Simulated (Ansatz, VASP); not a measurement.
## CuAu3: VASP beside Ansatz

The input INCAR:

```
SYSTEM = CuAu3
PREC = Accurate ; ENCUT = 520
EDIFF = 1E-7 ; ISMEAR = 0
SIGMA = 0.1 ; LREAL = .FALSE.
LASPH = .TRUE. ; NELM = 100
ALGO = Normal ; ISIF = 2
LWAVE = .FALSE. ; LCHARG = .FALSE.
GGA = PS ; NBANDS = 30
```

Contents of KPOINTS:

```
regular mesh
0
G
  10 10 10
  0 0 0
```

File POSCAR:

```
CuAu3
1.0
    4.0521980430      0.0000000000      0.0000000000
    0.0000000000      4.0521980430      0.0000000000
    0.0000000000      0.0000000000      4.0521980430
Cu Au
1 3
Direct
    0.0000000000      0.0000000000      0.0000000000
    0.0000000000      0.5000000000      0.5000000000
    0.5000000000      0.0000000000      0.5000000000
    0.5000000000      0.5000000000      0.0000000000
```

Input for Ansatz:

```yaml
crystal:
  lattice:
    - [4.052198043, 0.0, 0.0]
    - [0.0, 4.052198043, 0.0]
    - [0.0, 0.0, 4.052198043]
  atoms:
    - { symbol: Cu, position: [0.0, 0.0, 0.0] }
    - { symbol: Au, position: [0.0, 0.5, 0.5] }
    - { symbol: Au, position: [0.5, 0.0, 0.5] }
    - { symbol: Au, position: [0.5, 0.5, 0.0] }
basis:
  ecutwfc: 420
kpoints:
  mp_grid: { grid: [10, 10, 10] }
hamiltonian:
  xc: pbesol
scf:
  occupations: { method: gaussian, width: 0.1 }
output:
  forces: true
  stress: true
  eigenvalues: true
```

Alike in both runs: task single point; functional PBEsol; k mesh 10 × 10 × 10; occupations gaussian, width 0.1 eV; no spin polarisation.

|  | VASP | Ansatz |
| --- | --- | --- |
| version | VASP 6.6.1 | Ansatz 0.2.0 |
| potentials or method | VASP PAW PBE potentials, release 64 (Cu, Au), cutoff 520 eV | scalar-relativistic, plane waves, PAW |
| valence electrons in the cell | 44 | 76 |

Ansatz gave:

| Quantity | Value |
| --- | --- |
| gap on the k mesh at the Fermi level (eV) | none |
| pressure (GPa) | -8.4 |

Estimate VASP's values.

gap on the k mesh at the Fermi level (eV): none; pressure (GPa): -8.5.

VASP's potentials were made for PBE, not for PBEsol. A gap of «none» marks a metal or a gap that the smearing closes. VASP's potentials hold 44 valence electrons a cell and Ansatz's 76, so a difference there can come from the potentials and not from the codes.

Neither program's run includes spin-orbit coupling.
